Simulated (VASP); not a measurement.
Ti:

```
CELL_PARAMETERS angstrom
-1.64100 1.64100 1.64100
1.64100 -1.64100 1.64100
1.64100 1.64100 -1.64100
ATOMIC_POSITIONS crystal
Ti 0.00000 0.00000 0.00000
```

Base run:

- Program: VASP 6.6.1
- Functional: BLYP
- Potentials or basis: VASP PAW PBE potentials, release 64 (Ti_sv)
- Cutoff: 520 eV
- k mesh: 11 × 11 × 11
- Occupations: fermi-dirac, width 0.05 eV
- Spin: no spin polarisation

Its results: band gap on the k mesh zero (band 6 reaches 9.30 eV, above the bottom of band 7 at 7.78 eV); pressure -0.4 GPa.

The run is repeated on the same cell with these changes: functional from BLYP to PBE. What comes out?

Band gap on the k mesh zero (band 6 reaches 8.89 eV, above the bottom of band 7 at 7.33 eV); pressure -2.7 GPa.

PBE binds more tightly than BLYP, so the same cell stands under less pressure.

Caveats: the PAW data sets were made with another functional, which shifts forces and pressure a little (some runs).
